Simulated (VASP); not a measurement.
# H4C6NClO2 (P1) in VASP: single point with PBE+D3(BJ)

Aim: the single point of H4C6NClO2 with PBE+D3(BJ).

Everything below comes from runs of VASP 6.6.1. Logs are shortened: lines on timing, memory, paths and dates and some standing lists are left out, and cuts for length are marked.

### 1 The cell of the first run

The typed cell holds 14 atoms: a = 3.727 Å, b = 7.004 Å, c = 7.070 Å, α = 60.93°, β = 79.96°, γ = 89.33°.

### 2 Single point, PBE+D3(BJ)

Input file INCAR:

```
PREC = Accurate ; ENCUT = 520
EDIFF = 1E-7 ; ISMEAR = 0
SIGMA = 0.02 ; LREAL = F
LASPH = T ; NELM = 60
ALGO = Normal ; ISIF = 2
LWAVE = F ; LCHARG = F
GGA = PE ; IVDW = 12
NBANDS = 39
```

Input file KPOINTS:

```
regular mesh
0
Gamma
  6 4 4
```

Input file POSCAR:

```
H4C6NClO2
1.0
    3.7273034275      0.0057125617     -0.0048804169
    0.0706719753      7.0036647696      0.0360369310
    1.2354613048      3.3918288915      6.0790267895
H C N Cl O
4 6 1 1 2
Direct
    0.7973897333      0.5952534020      0.0497207807
    0.5407966328      0.4020334795      0.8289481008
    0.8418645913      0.7675447161      0.5300142883
    0.0168195819      0.9113563263      0.0857625513
    0.7391142741      0.5456157969      0.2246535346
    0.5680945663      0.3387846286      0.3819457449
    0.4975565933      0.2807850148      0.6054597587
    0.5959193406      0.4394666945      0.6577515849
    0.7656228464      0.6416874797      0.4925525170
    0.3344925685      0.0574189388      0.7886411656
    0.8376460780      0.6920776643      0.2796675095
    0.4369545217      0.1710256720      0.2862450132
    0.4032557284      0.8885028225      0.7830246655
    0.1229829434      0.0693173642      0.9525427851
```

Potentials or basis: VASP PAW PBE potentials, release 64 (H, C, N, Cl, O).

Command:

```console
cat potpaw_PBE.64/H/POTCAR potpaw_PBE.64/C/POTCAR potpaw_PBE.64/N/POTCAR potpaw_PBE.64/Cl/POTCAR potpaw_PBE.64/O/POTCAR > POTCAR
mpirun -np 1 vasp_std > vasp.out
```

OUTCAR:

```text
PREC = Accurate
   ENCUT = 520
   EDIFF = 1E-7
   ISMEAR = 0
   LREAL = F
   LASPH = T
   NELM = 60
   ISIF = 2
   GGA = PE
   IVDW = 12
 IVDW          = 12

 ion  position               nearest neighbor table
   1  0.797  0.595  0.050-   5 1.09
   2  0.541  0.402  0.829-   8 1.09
   3  0.842  0.768  0.530-   9 1.09
   4  0.017  0.911  0.086-  14 1.07
   5  0.739  0.546  0.225-   1 1.09  11 1.34   6 1.40
   6  0.568  0.339  0.382-   5 1.40   7 1.40  12 1.73
   7  0.498  0.281  0.605-   8 1.40   6 1.40  10 1.51
   8  0.596  0.439  0.658-   2 1.09   9 1.39   7 1.40
   9  0.766  0.642  0.493-   3 1.09  11 1.34   8 1.39
  10  0.334  0.057  0.789-  13 1.23  14 1.32   7 1.51
  11  0.838  0.692  0.280-   5 1.34   9 1.34
  12  0.437  0.171  0.286-   6 1.73
  13  0.403  0.889  0.783-  10 1.23
  14  0.123  0.069  0.953-   4 1.07  10 1.32

  LATTYP: Found a triclinic cell.
 ALAT       =    13.1087213719
 B/A-ratio  =     0.5343094749
 C/A-ratio  =     1.0359555531
 COS(alpha) =     0.0066354134
 COS(beta)  =     0.5872753197
 COS(gamma) =     0.8032497962

  Lattice vectors:

 A1 = (  -4.8214207817,  10.6097880860,  -6.0020725106)
 A2 = (   0.0706719753,   7.0036647696,   0.0360369310)
 A3 = (  -6.1275540618,   0.2142944249, -12.1171362311)

Analysis of symmetry for initial positions (statically):
=====================================================================
 Subroutine PRICEL returns:
 Original cell was already a primitive cell.

 Routine SETGRP: Setting up the symmetry group for a
 triclinic supercell.

 Subroutine GETGRP returns: Found  1 space group operations
 (whereof  1 operations were pure point group operations)
 out of a pool of  2 trial point group operations.

The static configuration has the point symmetry C_1 .

Analysis of symmetry for dynamics (positions and initial velocities):
=====================================================================
 Subroutine PRICEL returns:
 Original cell was already a primitive cell.

 Routine SETGRP: Setting up the symmetry group for a
 triclinic supercell.

 Subroutine GETGRP returns: Found  1 space group operations
 (whereof  1 operations were pure point group operations)
 out of a pool of  2 trial point group operations.

The dynamic configuration has the point symmetry C_1 .

 Subroutine INISYM returns: Found  1 space group operations
 (whereof  1 operations are pure point group operations),
 and found     1 'primitive' translations

----------------------------------------------------------------------------------------

                                     Primitive cell

  volume of cell :     158.2749

  direct lattice vectors                    reciprocal lattice vectors
     3.727303427  0.005712562 -0.004880417     0.268224603 -0.002433074 -0.053154651
     0.070671975  7.003664770  0.036036931    -0.000323995  0.143196428 -0.079831446
     1.235461305  3.391828891  6.079026790     0.000217259 -0.000850833  0.164930588

  length of vectors
     3.727311000  7.004114033  7.070037806     0.273451594  0.163946277  0.164932926

  position of ions in fractional coordinates (direct lattice)
     0.797389733  0.595253402  0.049720781
     0.540796633  0.402033479  0.828948101
     0.841864591  0.767544716  0.530014288
     0.016819582  0.911356326  0.085762551
     0.739114274  0.545615797  0.224653535
     0.568094566  0.338784629  0.381945745
     0.497556593  0.280785015  0.605459759
     0.595919341  0.439466694  0.657751585
     0.765622846  0.641687480  0.492552517
     0.334492568  0.057418939  0.788641166
     0.837646078  0.692077664  0.279667510
     0.436954522  0.171025672  0.286245013
     0.403255728  0.888502823  0.783024666
     0.122982943  0.069317364  0.952542785

  ion indices of the primitive-cell ions
   primitive index   ion index
                 1           1
                 2           2
                 3           3
                 4           4
                 5           5
                 6           6
                 7           7
                 8           8
                 9           9
                10          10
                11          11
                12          12
                13          13
                14          14

----------------------------------------------------------------------------------------

 KPOINTS: regular mesh

Automatic generation of k-mesh.
 Grid dimensions read from file:
 generate k-points for:    6    4    4

 Generating k-lattice:

  Cartesian coordinates                     Fractional coordinates (reciprocal lattice)
     0.044704101 -0.000405512 -0.008859109     0.166666667  0.000000000  0.000000000
    -0.000080999  0.035799107 -0.019957861     0.000000000  0.250000000  0.000000000
     0.000054315 -0.000212708  0.041232647     0.000000000  0.000000000  0.250000000

  Length of vectors
     0.045575266  0.040986569  0.041233231

  Shift w.r.t. Gamma in fractional coordinates (k-lattice)
     0.000000000  0.000000000  0.000000000

 Subroutine IBZKPT returns following result:
 ===========================================

 Found     52 irreducible k-points:

 Following reciprocal coordinates:
            Coordinates               Weight
  0.000000  0.000000  0.000000      1.000000
  0.166667 -0.000000  0.000000      2.000000
  0.333333  0.000000  0.000000      2.000000
  0.500000 -0.000000  0.000000      1.000000
 -0.000000  0.250000  0.000000      2.000000
  0.166667  0.250000  0.000000      2.000000
[... 16 lines left out ...]
  0.333333  0.250000  0.250000      2.000000
  0.500000  0.250000  0.250000      2.000000
 [... further k-points ...]
   k-points           NKPTS =     52   k-points in BZ     NKDIM =     52   number of bands    NBANDS=     39
   number of dos      NEDOS =    301   number of ions     NIONS =     14
   total plane-waves  NPLWV =  81648
   dimension x,y,z NGX =    28 NGY =   54 NGZ =   54
   dimension x,y,z NGXF=    56 NGYF=  108 NGZF=  108
   ions per type =               4   6   1   1   2
   NGX,Y,Z   is equivalent  to a cutoff of  12.49, 12.82, 12.70 a.u.
   NGXF,Y,Z  is equivalent  to a cutoff of  24.98, 25.63, 25.40 a.u.
 SYSTEM =  unknown system
   PREC   = accura    normal or accurate (medium, high low for compatibility)
   ISTART =      0    job   : 0-new  1-cont  2-samecut
   ICHARG =      2    charge: 1-file 2-atom 10-const
   ISPIN  =      1    spin polarized calculation?
   LNONCOLLINEAR =      F non collinear calculations
   LSORBIT =      F    spin-orbit coupling
   LASPH  =      T    aspherical Exc in radial PAW
   ENCUT  =  520.0 eV  38.22 Ry    6.18 a.u.   6.93 13.02 13.15*2*pi/ulx,y,z
   NELM   =     60;   NELMIN=  2; NELMDL= -5     # of ELM steps
   EDIFF  = 0.1E-06   stopping-criterion for ELM
   LREAL  =      F    real-space projection
   EDIFFG = 0.1E-05   stopping-criterion for IOM
   NSW    =      0    number of steps for IOM
   IBRION =     -1    ionic relax: 0-MD 1-quasi-New 2-CG
   NFREE  =      0    steps in history (QN), initial steepest desc. (CG)
   ISIF   =      2    stress and relaxation
   ISYM   =      2    0-nonsym 1-usesym 2-fastsym
   POTIM  = 0.5000    time-step for ionic-motion
   TEBEG  =    0.0;   TEEND  =   0.0 temperature during run
   PSTRESS=    0.0 pullay stress
   NELECT =      52.0000    total number of electrons
   NUPDOWN=      -1.0000    fix difference up-down
   EMIN   =  10.00;   EMAX   =-10.00  energy-range for DOS
   EFERMI =   0.00;   METHOD = LEGACY
   ISMEAR =     0;   SIGMA  =   0.02  broadening in eV -4-tet -1-fermi 0-gaus
   EFERMI_NEDOS =   21; number of points for ismear=-14 and -15
   IALGO  =     38    algorithm
   IMIX   =      4    mixing-type and parameters
     AMIX     =   0.40;   BMIX     =  1.00
     AMIX_MAG =   1.60;   BMIX_MAG =  1.00
  volume/ion in A,a.u.               =      11.31        76.29
  Fermi-wavevector in a.u.,A,eV,Ry     =   1.129636  2.134703 17.362091  1.276078
  Thomas-Fermi vector in A             =   2.266330
   LORBIT       =      0    0 simple, 1 ext, 2 COOP (PROOUT), +10 PAW based schemes
   GGA     = PE    functional components
   LHFCALC =     F    Hartree Fock is set to
   AEXX    =    0.0000 exact exchange contribution
   IVDW    =    12    specifies the selected vdW correction
   LEPSILON=     F    determine dielectric tensor
   LRPA    =     F    only Hartree local field effects (RPA)
 non-spin polarized calculation
 Gauss-broadening in eV      SIGMA  =   0.02
  energy-cutoff  :      520.00
  volume of cell :      158.27
 maximum number of plane-waves:      4292
   NGX = 13   NGY = 27   NGZ = 27

 number of electron      52.0000000 magnetization

 Free energy of the ion-electron system (eV)
  ---------------------------------------------------
  ext. energy  EPLUGINS =         0.00000000
  ---------------------------------------------------
  free energy    TOTEN  =       -92.94817815 eV

  energy without entropy =      -92.94817815  energy(sigma->0) =      -92.94817815

 E-fermi :  -0.3817     XC(G=0):  -8.2850

 val. band max:       -0.4941857161   @ k =   0.5000   0.5000   0.5000
 cond. band min:       2.6120540663   @ k =   0.5000  -0.0000   0.0000
 fundamental gap:      3.1062397824
 Fermi energy:        -0.3817488787

 k-point     1 :       0.0000    0.0000    0.0000
  band No.  band energies     occupation
      1     -21.6968      2.00000
      2     -19.4413      2.00000
      3     -18.7510      2.00000
      4     -16.6562      2.00000
      5     -14.8583      2.00000
      6     -13.3929      2.00000
[... 30 lines left out ...]
     37       9.5449      0.00000
     38       9.8895      0.00000
[... 941 lines left out ...]
     37      10.0484      0.00000
     38      10.5071      0.00000

 [... further k-points ...]

 [bands above 38 left out]

------------------------ aborting loop because EDIFF is reached ----------------------------------------

 Edisp (eV)   -1.22881

 E8    (eV) :    -0.3290

  FORCE on cell =-STRESS in cart. coord.  units (eV):
  Direction    XX          YY          ZZ          XY          YZ          ZX
  --------------------------------------------------------------------------------------
  -------------------------------------------------------------------------------------
  Total      -0.05827     0.46442     0.27207    -0.13691     0.08938    -0.14826
  in kB      -0.58987     4.70123     2.75412    -1.38590     0.90472    -1.50077
  external pressure =        2.29 kB  Pullay stress =        0.00 kB

 VOLUME and BASIS-vectors are now :
 -----------------------------------------------------------------------------
  energy-cutoff  :      520.00
  volume of cell :      158.27
      direct lattice vectors                 reciprocal lattice vectors
     3.727303427  0.005712562 -0.004880417     0.268224603 -0.002433074 -0.053154651
     0.070671975  7.003664770  0.036036931    -0.000323995  0.143196428 -0.079831446
     1.235461305  3.391828891  6.079026790     0.000217259 -0.000850833  0.164930588

 POSITION                                       TOTAL-FORCE (eV/Angst)
 -----------------------------------------------------------------------------------
      3.07561      4.34215      0.31981        -0.001103     -0.004792     -0.008863
      3.06826      5.63045      5.05105        -0.000260      0.004430      0.009677
      3.84694      7.17815      3.24552         0.002434      0.006879      0.005837
      0.23306      6.67382      0.55411        -0.038530     -0.028669      0.091093
      3.07101      4.58752      1.38173        -0.004592     -0.033810     -0.058675
      2.61328      3.67147      2.33129        -0.068119     -0.154025     -0.060303
      2.62241      4.02298      3.68830        -0.012948     -0.020841      0.016055
      3.06486      5.31226      4.01142         0.003237      0.013123      0.040802
      3.50759      6.16919      3.01363         0.018260      0.060843      0.026177
      2.22515      3.07899      4.79461         0.018693      0.351099     -0.143938
      3.51659      5.80045      1.72096         0.023646      0.041015     -0.049544
      1.99439      2.17120      1.74412         0.046684      0.109919      0.045263
      2.53325      8.88097      4.79008         0.086183     -0.443645     -0.019465
      1.64012      3.71704      5.79243        -0.073585      0.098475      0.105884
 -----------------------------------------------------------------------------------
    total drift:                               -0.000181      0.000288     -0.000077

  FREE ENERGIE OF THE ION-ELECTRON SYSTEM (eV)
  ---------------------------------------------------
  free  energy   TOTEN  =       -94.1769927916 eV

  energy  without entropy=      -94.1769927916  energy(sigma->0) =      -94.17699279
```

It took 12 min on 1 thread of Intel Xeon 8259CL, shared host; peak memory 0.47 GiB.

Results:

```
Free energy                : -94.1770 eV
Pressure                   : 0.2 GPa
Largest force              : 0.452 eV/Å
Band gap on the k mesh     : 3.11 eV (least direct gap 3.23 eV)
Dispersion energy per atom : -0.088 eV
```

Forces on the atoms (eV/Å):
```
H   -0.001 -0.005 -0.009
H    0.000  0.004  0.010
H    0.002  0.007  0.006
H   -0.039 -0.029  0.091
C   -0.005 -0.034 -0.059
C   -0.068 -0.154 -0.060
C   -0.013 -0.021  0.016
C    0.003  0.013  0.041
C    0.018  0.061  0.026
C    0.019  0.351 -0.144
N    0.024  0.041 -0.050
Cl   0.047  0.110  0.045
O    0.086 -0.444 -0.019
O   -0.074  0.098  0.106
```

Levels at points of the mesh, in eV from the valence-band top:
```csv
k point,band 22,band 23,band 24,band 25,band 26,band 27,band 28,band 29,band 30,band 31
"(0.00, 0.00, 0.00)",-1.39,-0.95,-0.86,-0.26,-0.08,3.42,4.34,5.54,5.88,6.41
"(0.50, 0.00, 0.00)",-1.71,-1.29,-0.75,-0.38,-0.18,3.11,4.03,5.76,5.81,8.11
"(0.00, 0.50, 0.00)",-1.32,-1.11,-0.79,-0.36,-0.10,3.32,4.46,5.71,5.84,7.18
"(0.50, 0.50, 0.00)",-1.67,-1.29,-0.91,-0.64,-0.09,3.28,4.14,5.50,6.00,7.68
"(0.00, 0.00, 0.50)",-1.28,-1.02,-0.65,-0.21,-0.10,3.31,4.35,5.72,6.09,7.11
"(0.50, 0.00, 0.50)",-1.74,-1.15,-0.85,-0.37,-0.16,3.25,4.17,5.51,5.93,7.78
"(0.00, 0.50, 0.50)",-1.39,-0.92,-0.89,-0.34,-0.10,3.47,4.48,5.41,5.73,7.00
"(0.50, 0.50, 0.50)",-1.80,-1.14,-0.80,-0.56,0.00,3.23,4.23,5.47,6.14,7.81
```

A k mesh can miss the band edges. A hybrid or GW would open this gap; PBE tends to underestimate it.
